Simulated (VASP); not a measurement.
# Os (Fd-3m) in VASP: notebook

Runs on Os. Level: LDA. Tasks: single point, relaxation of cell and atoms.

Everything below comes from runs of VASP 6.6.1. Logs are shortened: lines on timing, memory, paths and dates and some standing lists are left out, and cuts for length are marked.

### Step 1. The cell of the first run

Symmetry: Fd-3m, No. 227, cubic system. The conventional cell has a = 5.399 Å, b = 5.399 Å, c = 5.399 Å, α = 90.00°, β = 90.00°, γ = 90.00°. Within 3.1 Å of Os (site symmetry -43m) lie 4 Os at 2.34 Å.

This isn't the form of Os at room conditions, which is hcp.

### Step 2. Single point, LDA (19.67 Å³/atom)

Contents of INCAR:

```
SYSTEM = Os
PREC     = Accurate       ! precision mode
ENCUT    = 520            ! plane-wave cutoff, eV
EDIFF    = 1E-6           ! SCF threshold, eV
ISMEAR   = -1             ! smearing method
SIGMA    = 0.1            ! smearing width, eV
LREAL    = .FALSE.        ! projectors in reciprocal space
LASPH    = .TRUE.         ! aspherical terms in the spheres
NELM     = 80             ! most SCF steps
ALGO     = Normal         ! electronic algorithm
ISIF     = 2              ! what is computed and relaxed
LWAVE    = .FALSE.        ! write WAVECAR
LCHARG   = .TRUE.         ! write CHGCAR
GGA      = CA             ! functional
LELF     = .TRUE.         ! ELF
LVHAR    = .TRUE.       
NBANDS   = 15             ! bands
```

Contents of KPOINTS:

```
Automatic mesh
0
G
  11 11 11
  0 0 0
```

Contents of POSCAR:

```
Os
1.0
    0.0000000000      2.6993438651      2.6993438651
    2.6993438651      0.0000000000      2.6993438651
    2.6993438651      2.6993438651      0.0000000000
Os
2
Direct
    0.1250000000      0.1250000000      0.1250000000
    0.8750000000      0.8750000000      0.8750000000
```

Potentials or basis: VASP PAW LDA potentials, release 64 (Os).

Run with:

```bash
cat potpaw_LDA.64/Os/POTCAR > POTCAR
mpirun -np 1 vasp_std > vasp.out
```

OUTCAR:

```text
SYSTEM = Os
   PREC = Accurate
   ENCUT = 520
   EDIFF = 1E-6
   ISMEAR = -1
   LREAL = .FALSE.
   LASPH = .TRUE.
   NELM = 80
   ISIF = 2
   GGA = CA

 ion  position               nearest neighbor table
   1  0.125  0.125  0.125-   2 2.34   2 2.34   2 2.34   2 2.34
   2  0.875  0.875  0.875-   1 2.34   1 2.34   1 2.34   1 2.34

  LATTYP: Found a face centered cubic cell.
 ALAT       =     5.3986877302

  Lattice vectors:

 A1 = (   0.0000000000,   2.6993438651,   2.6993438651)
 A2 = (   2.6993438651,   0.0000000000,   2.6993438651)
 A3 = (   2.6993438651,   2.6993438651,   0.0000000000)

Analysis of symmetry for initial positions (statically):
=====================================================================
 Subroutine PRICEL returns:
 Original cell was already a primitive cell.

 Routine SETGRP: Setting up the symmetry group for a
 face centered cubic supercell.

 Subroutine GETGRP returns: Found 48 space group operations
 (whereof 12 operations were pure point group operations)
 out of a pool of 48 trial point group operations.

The static configuration has the point symmetry D_3d.
 The point group associated with its full space group is O_h .

Analysis of symmetry for dynamics (positions and initial velocities):
=====================================================================
 Subroutine PRICEL returns:
 Original cell was already a primitive cell.

 Routine SETGRP: Setting up the symmetry group for a
 face centered cubic supercell.

 Subroutine GETGRP returns: Found 48 space group operations
 (whereof 12 operations were pure point group operations)
 out of a pool of 48 trial point group operations.

The dynamic configuration has the point symmetry D_3d.
 The point group associated with its full space group is O_h .

 Subroutine INISYM returns: Found 48 space group operations
 (whereof 12 operations are pure point group operations),
 and found     1 'primitive' translations

----------------------------------------------------------------------------------------

                                     Primitive cell

  volume of cell :      39.3373

  direct lattice vectors                    reciprocal lattice vectors
     0.000000000  2.699343865  2.699343865    -0.185230199  0.185230199  0.185230199
     2.699343865  0.000000000  2.699343865     0.185230199 -0.185230199  0.185230199
     2.699343865  2.699343865  0.000000000     0.185230199  0.185230199 -0.185230199

  length of vectors
     3.817448704  3.817448704  3.817448704     0.320828115  0.320828115  0.320828115

  position of ions in fractional coordinates (direct lattice)
     0.125000000  0.125000000  0.125000000
     0.875000000  0.875000000  0.875000000

  ion indices of the primitive-cell ions
   primitive index   ion index
                 1           1
                 2           2

----------------------------------------------------------------------------------------

 KPOINTS: Automatic mesh

Automatic generation of k-mesh.
 Grid dimensions read from file:
 generate k-points for:   11   11   11

 Generating k-lattice:

  Cartesian coordinates                     Fractional coordinates (reciprocal lattice)
    -0.016839109  0.016839109  0.016839109     0.090909091  0.000000000  0.000000000
     0.016839109 -0.016839109  0.016839109     0.000000000  0.090909091  0.000000000
     0.016839109  0.016839109 -0.016839109     0.000000000  0.000000000  0.090909091

  Length of vectors
     0.029166192  0.029166192  0.029166192

  Shift w.r.t. Gamma in fractional coordinates (k-lattice)
     0.000000000  0.000000000  0.000000000

 Subroutine IBZKPT returns following result:
 ===========================================

 Found     56 irreducible k-points:

 Following reciprocal coordinates:
            Coordinates               Weight
  0.000000  0.000000  0.000000      1.000000
  0.090909  0.000000  0.000000      8.000000
  0.181818  0.000000  0.000000      8.000000
  0.272727  0.000000  0.000000      8.000000
  0.363636  0.000000  0.000000      8.000000
  0.454545  0.000000  0.000000      8.000000
[... 16 lines left out ...]
 -0.272727  0.181818  0.000000     24.000000
 -0.181818  0.181818  0.000000     12.000000
 [... further k-points ...]
   k-points           NKPTS =     56   k-points in BZ     NKDIM =     56   number of bands    NBANDS=     15
   number of dos      NEDOS =    301   number of ions     NIONS =      2
   total plane-waves  NPLWV =  21952
   dimension x,y,z NGX =    28 NGY =   28 NGZ =   28
   dimension x,y,z NGXF=    56 NGYF=   56 NGZF=   56
   ions per type =               2
   NGX,Y,Z   is equivalent  to a cutoff of  12.19, 12.19, 12.19 a.u.
   NGXF,Y,Z  is equivalent  to a cutoff of  24.39, 24.39, 24.39 a.u.
 SYSTEM =  Os
   PREC   = accura    normal or accurate (medium, high low for compatibility)
   ISTART =      0    job   : 0-new  1-cont  2-samecut
   ICHARG =      2    charge: 1-file 2-atom 10-const
   ISPIN  =      1    spin polarized calculation?
   LNONCOLLINEAR =      F non collinear calculations
   LSORBIT =      F    spin-orbit coupling
   LASPH  =      T    aspherical Exc in radial PAW
   ENCUT  =  520.0 eV  38.22 Ry    6.18 a.u.   7.10  7.10  7.10*2*pi/ulx,y,z
   NELM   =     80;   NELMIN=  2; NELMDL= -5     # of ELM steps
   EDIFF  = 0.1E-05   stopping-criterion for ELM
   LREAL  =      F    real-space projection
   EDIFFG = 0.1E-04   stopping-criterion for IOM
   NSW    =      0    number of steps for IOM
   IBRION =     -1    ionic relax: 0-MD 1-quasi-New 2-CG
   NFREE  =      0    steps in history (QN), initial steepest desc. (CG)
   ISIF   =      2    stress and relaxation
   ISYM   =      2    0-nonsym 1-usesym 2-fastsym
   POTIM  = 0.5000    time-step for ionic-motion
   TEBEG  =    0.0;   TEEND  =   0.0 temperature during run
   PSTRESS=    0.0 pullay stress
   NELECT =      16.0000    total number of electrons
   NUPDOWN=      -1.0000    fix difference up-down
   EMIN   =  10.00;   EMAX   =-10.00  energy-range for DOS
   EFERMI =   0.00;   METHOD = LEGACY
   ISMEAR =    -1;   SIGMA  =   0.10  broadening in eV -4-tet -1-fermi 0-gaus
   EFERMI_NEDOS =   21; number of points for ismear=-14 and -15
   IALGO  =     38    algorithm
   IMIX   =      4    mixing-type and parameters
     AMIX     =   0.40;   BMIX     =  1.00
     AMIX_MAG =   1.60;   BMIX_MAG =  1.00
  volume/ion in A,a.u.               =      19.67       132.73
  Fermi-wavevector in a.u.,A,eV,Ry     =   1.212960  2.292163 20.017883  1.471273
  Thomas-Fermi vector in A             =   2.348428
   LORBIT       =      0    0 simple, 1 ext, 2 COOP (PROOUT), +10 PAW based schemes
   GGA     = CA    functional components
   LHFCALC =     F    Hartree Fock is set to
   AEXX    =    0.0000 exact exchange contribution
   IVDW    =     0    specifies the selected vdW correction
   LEPSILON=     F    determine dielectric tensor
   LRPA    =     F    only Hartree local field effects (RPA)
 non-spin polarized calculation
  energy-cutoff  :      520.00
  volume of cell :       39.34
 maximum number of plane-waves:      1069
   NGX = 15   NGY = 15   NGZ = 15

 number of electron      16.0000000 magnetization

 Free energy of the ion-electron system (eV)
  ---------------------------------------------------
  ext. energy  EPLUGINS =         0.00000000
  ---------------------------------------------------
  free energy    TOTEN  =       -22.40526251 eV

  energy without entropy =      -22.35219577  energy(sigma->0) =      -22.37872914

 E-fermi :   5.1419     XC(G=0): -11.8768

 val. band max:        5.1266637634   @ k =   0.4545   0.2727   0.0000
 cond. band min:       5.1424772460   @ k =   0.4545   0.1818   0.0000
 fundamental gap:      0.0158134826
 Fermi energy:         5.1418682384

 k-point     1 :       0.0000    0.0000    0.0000
  band No.  band energies     occupation
      1      -2.9004      2.00000
      2       0.4732      2.00000
      3       0.4732      2.00000
      4       1.2933      2.00000
      5       1.2933      2.00000
      6       1.2933      2.00000
      7       4.5265      1.99576
      8       4.5265      1.99576
      9       4.5265      1.99576
     10       8.0460      0.00000
     11       8.0460      0.00000
     12      16.6710      0.00000
     13      17.0303      0.00000
     14      18.2388      0.00000
     15      18.2388      0.00000

 k-point     2 :       0.0909    0.0000    0.0000
  band No.  band energies     occupation
      1      -2.7347      2.00000
      2       0.3851      2.00000
      3       0.3851      2.00000
      4       1.2685      2.00000
      5       1.4488      2.00000
      6       1.4488      2.00000
      7       4.3297      1.99941
      8       4.4995      1.99676
      9       4.4995      1.99676
     10       8.0281      0.00000
     11       8.0281      0.00000
     12      16.1242      0.00000
     13      17.0754      0.00000
     14      18.2758      0.00000
     15      18.2758      0.00000

 k-point     3 :       0.1818    0.0000    0.0000
  band No.  band energies     occupation
      1      -2.2631      2.00000
      2       0.2796      2.00000
      3       0.2796      2.00000
      4       1.2065      2.00000
      5       1.6886      2.00000
      6       1.6886      2.00000
      7       3.8570      1.99999
      8       4.4978      1.99682
      9       4.4978      1.99682
     10       7.9586      0.00000
     11       7.9586      0.00000
     12      14.7365      0.00000
     13      15.9700      0.00000
     14      17.9881      0.00000
     15      17.9881      0.00000
[... 343 lines left out ...]
 k-point    23 :      -0.2727    0.1818    0.0000
  band No.  band energies     occupation
      1      -0.6791      2.00000
      2       0.0311      2.00000
      3       0.5192      2.00000
      4       0.7944      2.00000
      5       1.3748      2.00000
      6       2.5143      2.00000
      7       3.7719      2.00000
      8       3.9853      1.99998
      9       5.7456      0.00476
     10       6.4138      0.00001
     11       8.2882      0.00000
     12      10.7698      0.00000
     13      12.7158      0.00000
     14      15.8682      0.00000
     15      16.2791      0.00000

 k-point    24 :      -0.1818    0.1818    0.0000
  band No.  band energies     occupation
      1      -1.3275      2.00000
      2      -0.0462      2.00000
      3       0.6558      2.00000
      4       0.8483      2.00000
      5       1.4407      2.00000
      6       2.4303      2.00000
      7       3.5853      2.00000
      8       3.9613      1.99999
      9       5.2927      0.36246
     10       6.9274      0.00000
     11       8.3441      0.00000
     12      12.8889      0.00000
     13      13.4816      0.00000
     14      16.2004      0.00000
     15      17.3091      0.00000

 [... further k-points ...]
[... 5 lines left out ...]
  --------------------------------------------------------------------------------------
  -------------------------------------------------------------------------------------
  Total        2.1043928      2.1043928      2.1043928      0.0000000     -0.0000000      0.0000000
  in kB       85.7102483     85.7102483     85.7102483      0.0000000     -0.0000000      0.0000000
  external PRESSURE =      85.7102483 kB  Pullay stress =       0.0000000 kB

 VOLUME and BASIS-vectors are now :
 -----------------------------------------------------------------------------
  energy-cutoff  :      520.00
  volume of cell :       39.34
      direct lattice vectors                 reciprocal lattice vectors
     0.000000000  2.699343865  2.699343865    -0.185230199  0.185230199  0.185230199
     2.699343865  0.000000000  2.699343865     0.185230199 -0.185230199  0.185230199
     2.699343865  2.699343865  0.000000000     0.185230199  0.185230199 -0.185230199

 POSITION                                       TOTAL-FORCE (eV/Angst)
 -----------------------------------------------------------------------------------
      0.67484      0.67484      0.67484         0.000000     -0.000000     -0.000000
      4.72385      4.72385      4.72385         0.000000      0.000000      0.000000
 -----------------------------------------------------------------------------------
    total drift:                                0.000000     -0.000000     -0.000000

  FREE ENERGIE OF THE ION-ELECTRON SYSTEM (eV)
  ---------------------------------------------------
  free  energy   TOTEN  =       -22.4052625145 eV

  energy  without entropy=      -22.3521957725  energy(sigma->0) =      -22.37872914
```

Wall time 39 s (1 thread of Intel Xeon 8259CL, shared host); peak memory 0.16 GiB.

Results:

- Free energy: -22.4053 eV
- Pressure: 8.6 GPa
- Band gap on the k mesh: zero (bands 8 and 9 overlap by 1.14 eV)

Caveat: the cell stands under pressure; spin-orbit coupling is left out, which moves the levels of the heavy elements.

### Step 3. Single point, LDA (20.49 Å³/atom)

This run uses another cell than the first one, of 20.49 Å³/atom.

Contents of INCAR:

```
PREC = Accurate
ENCUT = 520
EDIFF = 1E-7
ISMEAR = -1
SIGMA = 0.1
LREAL = False
LASPH = True
NELM = 80
ALGO = Normal
ISIF = 2
LWAVE = False
LCHARG = True
LELF = True
LVHAR = True
NBANDS = 15
```

Contents of KPOINTS:

```
Automatic mesh
0
Gamma
  11 11 11
```

Contents of POSCAR:

```
Os
1.0
    0.0000000000      2.7363257738      2.7363257738
    2.7363257738      0.0000000000      2.7363257738
    2.7363257738      2.7363257738      0.0000000000
Os
2
Direct
    0.1250000000      0.1250000000      0.1250000000
    0.8750000000      0.8750000000      0.8750000000
```

Potentials or basis: VASP PAW LDA potentials, release 64 (Os).

Run with:

```bash
cat potpaw_LDA.64/Os/POTCAR > POTCAR
mpirun -np 1 vasp_std > vasp.out
```

It took 58 s on 1 thread of Intel Xeon 8259CL, shared host; peak memory 0.17 GiB.

It converged, with:

| Item | Value |
| --- | --- |
| Free energy | -22.4413 eV |
| Pressure | -1.5 GPa |
| Band gap on the k mesh | zero (bands 8 and 9 overlap by 1.09 eV) |

Levels at points of the mesh, in eV from the Fermi level:
```csv
k point,band 4,band 5,band 6,band 7,band 8,band 9,band 10,band 11,band 12,band 13
"(0.00, 0.00, 0.00)",-3.70,-3.70,-3.70,-0.59,-0.59,-0.59,2.71,2.71,11.39,11.63
```

Caveat: spin-orbit coupling is left out, which moves the levels of the heavy elements.

[end of part 1 of 3]
